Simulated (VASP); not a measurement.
# HC18F in VASP: a series of runs, part 2 of 2

VASP 6.6.1.

## Step 3: Single point, PBE+D3(BJ)

The input, INCAR:

```
SYSTEM = HC18F
ALGO = Normal ; EDIFF = 1E-6
ENCUT = 520 ; GGA = PE
ISIF = 2 ; ISMEAR = 0
IVDW = 12 ; LASPH = .TRUE.
LCHARG = .TRUE. ; LELF = .TRUE.
LREAL = Auto ; LVHAR = .TRUE.
LWAVE = .FALSE. ; NBANDS = 56
NELM = 100 ; PREC = Accurate
SIGMA = 0.02
```

The input, KPOINTS:

```
k-points
0
G
  2 2 1
  0 0 0
```

The input, POSCAR:

```
HC18F
1.0
    7.3980000000      0.0000000000      0.0000000000
   -3.6990000000      6.4068560000      0.0000000000
    0.0000000000      0.0000000000     13.0000000000
C F H
18 1 1
Direct
    0.0054384836      0.0120353883      0.0902676923
    0.2325086225      0.1267077019      0.0743558462
    0.0044539517      0.3450211773      0.0653936923
    0.2278332571      0.4557943865      0.0652073846
    0.0055434093      0.6782841693      0.0668490769
    0.2271641422      0.7881030883      0.0720777692
    0.3407849164      0.0123116549      0.0929140000
    0.5631845220      0.1242192739      0.0713687692
    0.3394720556      0.3437316213      0.0665158462
    0.5619742070      0.4557161890      0.0659092308
    0.3388951801      0.6780650291      0.0678146154
    0.5613176641      0.7888007784      0.0702699231
    0.6718491077      0.0127341710      0.0698284615
    0.8916449912      0.1250810070      0.0706699231
    0.6722882304      0.3443582937      0.0658770000
    0.8936292234      0.4556472004      0.0628044615
    0.6719468975      0.6768948764      0.0686090769
    0.8921910492      0.7844145397      0.0718122308
    0.3338599568      0.0050445960      0.2240633077
    0.0084645940      0.0092571146      0.1773916923
```

Potentials or basis: VASP PAW PBE potentials, release 64 (C, F, H).

The run is started by

```
> cat potpaw_PBE.64/C/POTCAR potpaw_PBE.64/F/POTCAR potpaw_PBE.64/H/POTCAR > POTCAR
> mpirun -np 1 vasp_std > vasp.out
```

OUTCAR:

```text
SYSTEM = HC18F
   EDIFF = 1E-6
   ENCUT = 520
   GGA = PE
   ISIF = 2
   ISMEAR = 0
   IVDW = 12
   LASPH = .TRUE.
   LREAL = Auto
   NELM = 100
   PREC = Accurate
 IVDW          = 12

 ion  position               nearest neighbor table
   1  0.005  0.012  0.090-  20 1.13   2 1.47  14 1.48  18 1.48
   2  0.233  0.127  0.074-   9 1.39   7 1.45   1 1.47
   3  0.004  0.345  0.065-  14 1.41  16 1.42   4 1.43
   4  0.228  0.456  0.065-  11 1.42   3 1.43   9 1.43
   5  0.006  0.678  0.067-  18 1.41   6 1.42  16 1.43
   6  0.227  0.788  0.072-   5 1.42  11 1.42   7 1.46
   7  0.341  0.012  0.093-   2 1.45   8 1.45   6 1.46  19 1.71
   8  0.563  0.124  0.071-  13 1.41  15 1.41   7 1.45
   9  0.339  0.344  0.067-   2 1.39  10 1.43   4 1.43
  10  0.562  0.456  0.066-  17 1.42  15 1.42   9 1.43
  11  0.339  0.678  0.068-   6 1.42   4 1.42  12 1.43
  12  0.561  0.789  0.070-  11 1.43  17 1.43  13 1.43
  13  0.672  0.013  0.070-  14 1.41   8 1.41  12 1.43
  14  0.892  0.125  0.071-  13 1.41   3 1.41   1 1.48
  15  0.672  0.344  0.066-   8 1.41  16 1.42  10 1.42
  16  0.894  0.456  0.063-  15 1.42   3 1.42   5 1.43
  17  0.672  0.677  0.069-  18 1.41  10 1.42  12 1.43
  18  0.892  0.784  0.072-   5 1.41  17 1.41   1 1.48
  19  0.334  0.005  0.224-   7 1.71
[... 213 lines left out ...]
      3     -19.4686      2.00000
      4     -19.3376      2.00000
      5     -19.2623      2.00000
      6     -19.1875      2.00000
[... 209 lines left out ...]
     51       3.9782      0.00000
     52       4.0538      0.00000
 [bands above 52 left out]

------------------------ aborting loop because EDIFF is reached ----------------------------------------

 Edisp (eV)   -1.69416

 E8    (eV) :    -0.5210

  FORCE on cell =-STRESS in cart. coord.  units (eV):
  Direction    XX          YY          ZZ          XY          YZ          ZX
  --------------------------------------------------------------------------------------
  -------------------------------------------------------------------------------------
  Total       3.15150     2.30763    -0.10100     0.08268    -0.01570     0.00254
  in kB       8.19455     6.00031    -0.26262     0.21499    -0.04083     0.00661
  external pressure =        4.64 kB  Pullay stress =        0.00 kB

 VOLUME and BASIS-vectors are now :
 -----------------------------------------------------------------------------
  energy-cutoff  :      520.00
  volume of cell :      616.17
      direct lattice vectors                 reciprocal lattice vectors
     7.398000000  0.000000000  0.000000000     0.135171668  0.078041398  0.000000000
    -3.699000000  6.406856000  0.000000000     0.000000000  0.156082796  0.000000000
     0.000000000  0.000000000 13.000000000     0.000000000  0.000000000  0.076923077

 POSITION                                       TOTAL-FORCE (eV/Angst)
 -----------------------------------------------------------------------------------
     -0.00428      0.07711      1.17348        -0.020799     -0.015131     -0.001829
      1.25141      0.81180      0.96663         0.006241     -0.010744      0.010938
     -1.24328      2.21050      0.85012        -0.000246      0.003159      0.001231
     -0.00047      2.92021      0.84770        -0.007457      0.004415     -0.011413
     -2.46796      4.34567      0.86904        -0.001988      0.002112     -0.005067
     -1.23463      5.04926      0.93701         0.001363      0.007561      0.008158
[... 12 lines left out ...]
      2.45124      0.03232      2.91282        -0.005117     -0.003554      0.054597
      0.02838      0.05931      2.30609         0.010195     -0.001427      0.009235
 -----------------------------------------------------------------------------------
    total drift:                                0.009353      0.012001      0.017307

  FREE ENERGIE OF THE ION-ELECTRON SYSTEM (eV)
  ---------------------------------------------------
  free  energy   TOTEN  =      -172.3145643428 eV

  energy  without entropy=     -172.3094524722  energy(sigma->0) =     -172.31200841
```

OSZICAR:

```text
N       E                     dE             d eps       ncg     rms          rms(c)
DAV:   1     0.694734428278E+03    0.69473E+03   -0.31918E+04   456   0.112E+03
DAV:   2    -0.718012302315E+02   -0.76654E+03   -0.72851E+03   680   0.279E+02
DAV:   3    -0.178854962233E+03   -0.10705E+03   -0.10633E+03   544   0.110E+02
[... 17 lines left out ...]
DAV:  21    -0.170620362133E+03   -0.10511E-03   -0.83899E-06   448   0.788E-03    0.193E-03
DAV:  22    -0.170620389251E+03   -0.27118E-04   -0.12916E-06   416   0.337E-03    0.132E-03
DAV:  23    -0.170620401958E+03   -0.12706E-04   -0.11044E-06   368   0.234E-03    0.897E-04
DAV:  24    -0.170620405334E+03   -0.33764E-05   -0.29009E-07   376   0.167E-03    0.133E-03
DAV:  25    -0.170620406235E+03   -0.90119E-06   -0.92599E-08   344   0.971E-04
   1 F= -.17231456E+03 E0= -.17231201E+03  d E =-.511187E-02
```

stdout:

```text
POSCAR found type information on POSCAR C F H
 POSCAR found :  3 types and      20 ions
 scaLAPACK will be used
 LDA part: xc-table for (Slater+PW92), standard interpolation
 POSCAR, INCAR and KPOINTS ok, starting setup
 FFT: planning ... GRIDC
 FFT: planning ... GRID_SOFT
 FFT: planning ... GRID
 WAVECAR not read
 entering main loop
```

It took 5.4 min on 1 thread of Intel Xeon Platinum 8259CL at 2.50GHz (Skylake/Cascade Lake), shared host; peak memory 0.64 GiB.

Results:

```yaml
Free_energy: -172.3146 eV
Largest_force: 0.058 eV/Å
Band_gap_on_the_k_mesh: 0.01 eV
Dispersion_energy_per_atom: -0.085 eV
```

Forces on the atoms (eV/Å):
```
C   -0.021 -0.015 -0.002
C    0.006 -0.011  0.011
C    0.000  0.003  0.001
C   -0.007  0.004 -0.011
C   -0.002  0.002 -0.005
C    0.001  0.008  0.008
C    0.005 -0.003 -0.057
C   -0.013 -0.005  0.004
C   -0.002  0.009 -0.001
C    0.003 -0.003 -0.003
C    0.002  0.003  0.002
C   -0.002  0.005 -0.002
C   -0.001 -0.018 -0.008
C    0.025 -0.007  0.001
C   -0.004 -0.003 -0.002
C    0.004  0.001  0.002
C   -0.007  0.010 -0.004
C    0.006  0.025  0.002
F   -0.005 -0.004  0.055
H    0.010 -0.001  0.009
```

Levels at points of the mesh, in eV from the valence-band top:
| k point | band 37 | band 38 | band 39 | band 40 | band 41 | band 42 | band 43 | band 44 |
| --- | --- | --- | --- | --- | --- | --- | --- | --- |
| (0.00, 0.00, 0.00) | -2.73 | -2.51 | -1.45 | 0.00 | 0.01 | 0.87 | 2.40 | 3.63 |
| (0.50, 0.00, 0.00) | -2.58 | -2.39 | -2.24 | -0.92 | 0.18 | 1.94 | 2.50 | 2.58 |
| (0.00, 0.50, 0.00) | -2.64 | -2.53 | -2.25 | -0.82 | 0.23 | 2.06 | 2.44 | 2.57 |
| (0.50, 0.50, 0.00) | -2.63 | -2.54 | -2.34 | -0.86 | 0.35 | 1.90 | 2.42 | 2.51 |

Caveat: the k points lie up to 0.49 Å⁻¹ apart.
